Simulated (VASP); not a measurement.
# SnGe2P2 (I4/mmm) in VASP: a series of runs

Runs on SnGe2P2. Level: PBE. Tasks: relaxation of cell and atoms, single point.

Everything below comes from runs of VASP 6.6.1. Logs are shortened: lines on timing, memory, paths and dates and some standing lists are left out, and cuts for length are marked.

**1. The cell of the first run**

The structure is tetragonal, space group I4/mmm (No. 139). Conventional cell: a = 5.451 Å, b = 5.451 Å, c = 4.591 Å, α = 90.00°, β = 90.00°, γ = 90.00°. Within 3.6 Å of Sn (site symmetry 4/mmm) lie 12 Ge at 2.73 to 3.56 Å and 8 P at 2.96 Å. Within 1.5 Å of Ge (site symmetry mmm) lie 2 P at 1.15 Å. Within 1.5 Å of P (site symmetry -4m2) lie 2 Ge at 1.15 Å.

The cell was built from a structure type or drawn by symmetry, and may not be a known phase.

**2. Relaxation of cell and atoms, PBE**

The input, INCAR:

```
SYSTEM = SnGe2P2
PREC = Accurate
ENCUT = 600
EDIFF = 1E-6
ISMEAR = 0
SIGMA = 0.1
LREAL = .FALSE.
LASPH = .TRUE.
NELM = 60
ALGO = Normal
ISIF = 3
LWAVE = .FALSE.
LCHARG = .FALSE.
GGA = PE
IBRION = 2
NSW = 90
EDIFFG = -0.04
```

The input, KPOINTS:

```
Automatic mesh
0
G
  6 6 6
  0 0 0
```

The input, POSCAR:

```
SnGe2P2
1.0
   -2.7254101900      2.7254101900      2.2954898400
    2.7254101900     -2.7254101900      2.2954898400
    2.7254101900      2.7254101900     -2.2954898400
Sn Ge P
1 2 2
Direct
    0.0000000000      0.0000000000      0.0000000000
    0.5000000000      0.0000000000      0.5000000000
    0.0000000000      0.5000000000      0.5000000000
    0.7500000000      0.2500000000      0.5000000000
    0.2500000000      0.7500000000      0.5000000000
```

Potentials or basis: VASP PAW PBE potentials, release 64 (Sn_d, Ge_d, P).

Run with:

```sh
cat potpaw_PBE.64/Sn_d/POTCAR potpaw_PBE.64/Ge_d/POTCAR potpaw_PBE.64/P/POTCAR > POTCAR
mpirun -np 1 vasp_std > vasp.out
```

OUTCAR:

```text
SYSTEM = SnGe2P2
   PREC = Accurate
   ENCUT = 600
   EDIFF = 1E-6
   ISMEAR = 0
   LREAL = .FALSE.
   LASPH = .TRUE.
   NELM = 60
   ISIF = 3
   GGA = PE
   IBRION = 2
   NSW = 90
   EDIFFG = -0.04

 ion  position               nearest neighbor table
   1  0.000  0.000  0.000-   2 2.73   3 2.73   3 2.73   2 2.73   4 2.96   5 2.96   4 2.96   5 2.96
                             4 2.96   4 2.96   5 2.96   5 2.96
   2  0.500  0.000  0.500-   4 1.15   5 1.15   3 2.30   3 2.30   1 2.73   1 2.73
   3  0.000  0.500  0.500-   4 1.15   5 1.15   2 2.30   2 2.30   1 2.73   1 2.73
   4  0.750  0.250  0.500-   2 1.15   3 1.15   5 2.30   5 2.30   1 2.96   1 2.96   1 2.96   1 2.96

   5  0.250  0.750  0.500-   2 1.15   3 1.15   4 2.30   4 2.30   1 2.96   1 2.96   1 2.96   1 2.96

 -----------------------------------------------------------------------------
|                                                                             |
|           W    W    AA    RRRRR   N    N  II  N    N   GGGG   !!!           |
|           W    W   A  A   R    R  NN   N  II  NN   N  G    G  !!!           |
|           W    W  A    A  R    R  N N  N  II  N N  N  G       !!!           |
|           W WW W  AAAAAA  RRRRR   N  N N  II  N  N N  G  GGG   !            |
|           WW  WW  A    A  R   R   N   NN  II  N   NN  G    G                |
|           W    W  A    A  R    R  N    N  II  N    N   GGGG   !!!           |
|                                                                             |
|     The distance between some ions is very small. Please check the          |
|     nearest-neighbor list in the OUTCAR file.                               |
|     I HOPE YOU KNOW WHAT YOU ARE DOING!                                     |
|                                                                             |
 -----------------------------------------------------------------------------

  LATTYP: Found a body centered tetragonal cell.
 ALAT       =     5.4508203800
 C/A-ratio  =     0.8422548094

  Lattice vectors:

 A1 = (  -2.7254101900,   2.7254101900,   2.2954898400)
 A2 = (   2.7254101900,  -2.7254101900,   2.2954898400)
 A3 = (   2.7254101900,   2.7254101900,  -2.2954898400)

Analysis of symmetry for initial positions (statically):
=====================================================================
 Subroutine PRICEL returns:
 Original cell was already a primitive cell.

 Routine SETGRP: Setting up the symmetry group for a
 body centered tetragonal supercell.

 Subroutine GETGRP returns: Found 16 space group operations
 (whereof 16 operations were pure point group operations)
 out of a pool of 16 trial point group operations.

The static configuration has the point symmetry D_4h.

Analysis of symmetry for dynamics (positions and initial velocities):
=====================================================================
 Subroutine PRICEL returns:
 Original cell was already a primitive cell.

 Routine SETGRP: Setting up the symmetry group for a
 body centered tetragonal supercell.

 Subroutine GETGRP returns: Found 16 space group operations
 (whereof 16 operations were pure point group operations)
 out of a pool of 16 trial point group operations.

The dynamic configuration has the point symmetry D_4h.

 Subroutine INISYM returns: Found 16 space group operations
 (whereof 16 operations are pure point group operations),
 and found     1 'primitive' translations

----------------------------------------------------------------------------------------

                                     Primitive cell

  volume of cell :      68.2023

  direct lattice vectors                    reciprocal lattice vectors
    -2.725410190  2.725410190  2.295489840     0.000000000  0.183458623  0.217818433
     2.725410190 -2.725410190  2.295489840     0.183458623  0.000000000  0.217818433
     2.725410190  2.725410190 -2.295489840     0.183458623  0.183458623  0.000000000

  length of vectors
     4.486089055  4.486089055  4.486089055     0.284784016  0.284784016  0.259449672

[... 96 lines left out ...]
   PSTRESS=    0.0 pullay stress
   NELECT =      52.0000    total number of electrons
   NUPDOWN=      -1.0000    fix difference up-down
   EMIN   =  10.00;   EMAX   =-10.00  energy-range for DOS
   EFERMI =   0.00;   METHOD = LEGACY
   ISMEAR =     0;   SIGMA  =   0.10  broadening in eV -4-tet -1-fermi 0-gaus
   EFERMI_NEDOS =   21; number of points for ismear=-14 and -15
   IALGO  =     38    algorithm
   IMIX   =      4    mixing-type and parameters
     AMIX     =   0.40;   BMIX     =  1.00
     AMIX_MAG =   1.60;   BMIX_MAG =  1.00
  volume/ion in A,a.u.               =      13.64        92.05
  Fermi-wavevector in a.u.,A,eV,Ry     =   1.495580  2.826236 30.432950  2.236759
  Thomas-Fermi vector in A             =   2.607706
   LORBIT       =      0    0 simple, 1 ext, 2 COOP (PROOUT), +10 PAW based schemes
   GGA     = PE    functional components
   LHFCALC =     F    Hartree Fock is set to
   AEXX    =    0.0000 exact exchange contribution
   IVDW    =     0    specifies the selected vdW correction
   LEPSILON=     F    determine dielectric tensor
   LRPA    =     F    only Hartree local field effects (RPA)
 conjugate gradient relaxation of ions
 non-spin polarized calculation
 Gauss-broadening in eV      SIGMA  =   0.10
  energy-cutoff  :      600.00
  volume of cell :       68.20
 maximum number of plane-waves:      2301
   NGX = 17   NGY = 17   NGZ = 17

--------------------------------------- Ionic step        1  -------------------------------------------

 number of electron      52.0000025 magnetization

 Free energy of the ion-electron system (eV)
  ---------------------------------------------------
  ext. energy  EPLUGINS =         0.00000000
  ---------------------------------------------------
  free energy    TOTEN  =       183.17242381 eV

  energy without entropy =      183.19070499  energy(sigma->0) =      183.18156440

 E-fermi :  12.7985     XC(G=0): -11.6859

 val. band max:       12.7641111876   @ k =  -0.3333   0.1667   0.0000
 cond. band min:      12.8002917718   @ k =   0.3333   0.1667   0.1667
 fundamental gap:      0.0361805842
 Fermi energy:        12.7985011144
[... 854 lines left out ...]
--------------------------------------- Ionic step        2  -------------------------------------------

 number of electron      52.0021321 magnetization

------------------------ aborting loop EDIFF was not reached (unconverged)  ----------------------------

  FORCE on cell =-STRESS in cart. coord.  units (eV):
  Direction    XX          YY          ZZ          XY          YZ          ZX
  --------------------------------------------------------------------------------------
  -------------------------------------------------------------------------------------
  Total      -55.3611547    -55.3611547   -746.4517575      0.0000000      0.0000000      0.0000000
  in kB     -103.9175593   -103.9175593  -1401.1529410      0.0000000      0.0000000      0.0000000
  external PRESSURE =    -536.3293532 kB  Pullay stress =       0.0000000 kB

 VOLUME and BASIS-vectors are now :
 -----------------------------------------------------------------------------
  energy-cutoff  :      600.00
  volume of cell :      853.55
      direct lattice vectors                 reciprocal lattice vectors
    -3.125588144  3.125588144 21.842547630     0.000000000  0.159969893  0.022891103
     3.125588144 -3.125588144 21.842547630     0.159969893  0.000000000  0.022891103
     3.125588144  3.125588144-21.842547630     0.159969893  0.159969893  0.000000000

 POSITION                                       TOTAL-FORCE (eV/Angst)
 -----------------------------------------------------------------------------------
      3.12559     -3.12559     21.84255         0.000000     -0.000000      0.000000
      3.12559      0.00000     21.84255         0.000000     -0.000000      0.000000
      3.12559      0.00000      0.00000         0.000000     -0.000000      0.000000
      0.00000      3.12559     10.92127        -0.000000      0.000000     -0.000000
      3.12559      0.00000     10.92127         0.000000      0.000000      0.000000
 -----------------------------------------------------------------------------------
    total drift:                                0.000000     -0.000000      0.000000
[... 846 lines left out ...]
 VOLUME and BASIS-vectors are now :
 -----------------------------------------------------------------------------
  energy-cutoff  :      600.00
  volume of cell :      335.30
      direct lattice vectors                 reciprocal lattice vectors
    -2.884651699  2.884651699 10.073786838     0.000000000  0.173331151  0.049633768
     2.884651699 -2.884651699 10.073786838     0.173331151  0.000000000  0.049633768
     2.884651699  2.884651699-10.073786838     0.173331151  0.173331151  0.000000000

 POSITION                                       TOTAL-FORCE (eV/Angst)
 -----------------------------------------------------------------------------------
     -0.00000      0.00000      0.00000        -0.000000      0.000000      0.000000
      0.00000      2.88465      0.00000        -0.000000      0.000000      0.000000
      2.88465      0.00000      0.00000        -0.000000      0.000000      0.000000
      0.00000      2.88465      5.03689        -0.000000     -0.000000     -0.000000
      2.88465      0.00000      5.03689         0.000000     -0.000000     -0.000000
 -----------------------------------------------------------------------------------
    total drift:                                0.000000      0.000000     -0.000000

  FREE ENERGIE OF THE ION-ELECTRON SYSTEM (eV)
  ---------------------------------------------------
  free  energy   TOTEN  =       236.3109996121 eV

  energy  without entropy=      236.3546162907  energy(sigma->0) =      236.33280795

[... ionic steps 4 to 10 ...]

--------------------------------------- Ionic step       11  -------------------------------------------

 number of electron      52.0000029 magnetization

------------------------ aborting loop because EDIFF is reached ----------------------------------------
[... 73 lines left out ...]
--------------------------------------- Ionic step       13  -------------------------------------------

 number of electron      52.0000004 magnetization

 Free energy of the ion-electron system (eV)
  ---------------------------------------------------
  ext. energy  EPLUGINS =         0.00000000
  ---------------------------------------------------
  free energy    TOTEN  =       -17.60271733 eV

  energy without entropy =      -17.58848886  energy(sigma->0) =      -17.59560310

 E-fermi :   3.6471     XC(G=0):  -8.7718

 val. band max:        3.6348969113   @ k =   0.5000   0.5000   0.3333
 cond. band min:       3.7011353577   @ k =   0.5000   0.1667  -0.0000
 fundamental gap:      0.0662384464
 Fermi energy:         3.6470899746
[... 848 lines left out ...]
  FREE ENERGIE OF THE ION-ELECTRON SYSTEM (eV)
  ---------------------------------------------------
  free  energy   TOTEN  =       -17.6027173338 eV

  energy  without entropy=      -17.5884888598  energy(sigma->0) =      -17.59560310

 reached required accuracy - stopping structural energy minimisation
```

Wall time 7.1 min (1 thread of Intel Xeon 6975P-C (Granite Rapids), shared host); peak memory 0.25 GiB.

What came out:

- Free energy: -17.6027 eV
- Relaxed volume: 27.84 Å³/atom
- Relaxed cell: a = 5.885 Å, b = 5.885 Å, c = 5.885 Å, α = 122.10°, β = 122.10°, γ = 86.41°
- Space group after relaxing (to 0.1 Å): I4/mmm (No. 139)
- Pressure after relaxing: 0.0 GPa
- Band gap on the k mesh: zero (bands 26 and 27 overlap by 2.43 eV)

Stress tensor (GPa, compression positive):
```
-0.02  0.00  0.00
 0.00 -0.02  0.00
 0.00  0.00 -0.10
```

Final structure:
```
Sn Ge P
1.0
    -2.84860    2.84860    4.28934
     2.84860   -2.84860    4.28934
     2.84860    2.84860   -4.28934
Sn Ge P
1 2 2
Direct
  0.00000 0.00000 0.00000
  0.50000 0.00000 0.50000
  0.00000 0.50000 0.50000
  0.75000 0.25000 0.50000
  0.25000 0.75000 0.50000
```

Caveat: the volume moved by over 15 % at a fixed basis, so the end points are rough; spin-orbit coupling is left out, which moves the levels of the heavy elements.

**3. Single point, PBE**

This run uses another cell than the first one, of 29.86 Å³/atom.

The input, INCAR:

```
SYSTEM = SnGe2P2
ALGO     = Normal         ! electronic algorithm
EDIFF    = 1E-6           ! SCF threshold, eV
ENCUT    = 520            ! plane-wave cutoff, eV
GGA      = PE             ! functional
ISIF     = 2              ! what is computed and relaxed
ISMEAR   = 0              ! smearing method
LASPH    = .True.         ! aspherical terms in the spheres
LCHARG   = .False.        ! write CHGCAR
LREAL    = .False.        ! projectors in reciprocal space
LWAVE    = .False.        ! write WAVECAR
NBANDS   = 34             ! bands
NELM     = 100            ! most SCF steps
PREC     = Accurate       ! precision mode
SIGMA    = 0.1            ! smearing width, eV
```

The input, KPOINTS:

```
k-points
0
Gamma
  10 10 10
  0 0 0
```

Edit POSCAR of step 2 so:

```diff
@@ -2,5 +2,5 @@
 1.0
-   -2.7254101900      2.7254101900      2.2954898400
-    2.7254101900     -2.7254101900      2.2954898400
-    2.7254101900      2.7254101900     -2.2954898400
+   -2.8420133664      2.8420133664      4.6211384579
+    2.8420133664     -2.8420133664      4.6211384579
+    2.8420133664      2.8420133664     -4.6211384579
 Sn Ge P
```

Potentials or basis: VASP PAW PBE potentials, release 64 (Sn_d, Ge_d, P).

Run with:

```sh
cat potpaw_PBE.64/Sn_d/POTCAR potpaw_PBE.64/Ge_d/POTCAR potpaw_PBE.64/P/POTCAR > POTCAR
mpirun -np 1 vasp_std > vasp.out
```

Wall time 4.6 min (1 thread of Intel Xeon 6975P-C (Granite Rapids), shared host); peak memory 0.65 GiB.

It converged, with:

```
Free energy            : -19.3777 eV
Pressure               : 0.0 GPa
Band gap on the k mesh : zero (bands 26 and 27 overlap by 1.88 eV)
```

Stress tensor (GPa, compression positive):
```
-0.01  0.00  0.00
 0.00 -0.01  0.00
 0.00  0.00 -0.11
```

Levels at points of the mesh, in eV from the Fermi level:
```csv
k point,band 23,band 24,band 25,band 26,band 27,band 28,band 29,band 30
"(0.00, 0.00, 0.00)",-3.27,-1.56,-1.56,-0.91,-0.91,1.05,3.40,3.40
"(0.50, 0.00, 0.00)",-1.69,-1.00,-0.98,-0.32,0.32,0.36,1.44,2.28
"(0.50, 0.50, 0.00)",-2.55,-0.93,0.28,0.83,1.22,1.33,1.97,2.02
"(0.50, 0.50, 0.50)",-4.00,-0.10,-0.10,0.03,0.03,0.95,1.99,1.99
```

Caveat: spin-orbit coupling is left out, which moves the levels of the heavy elements.
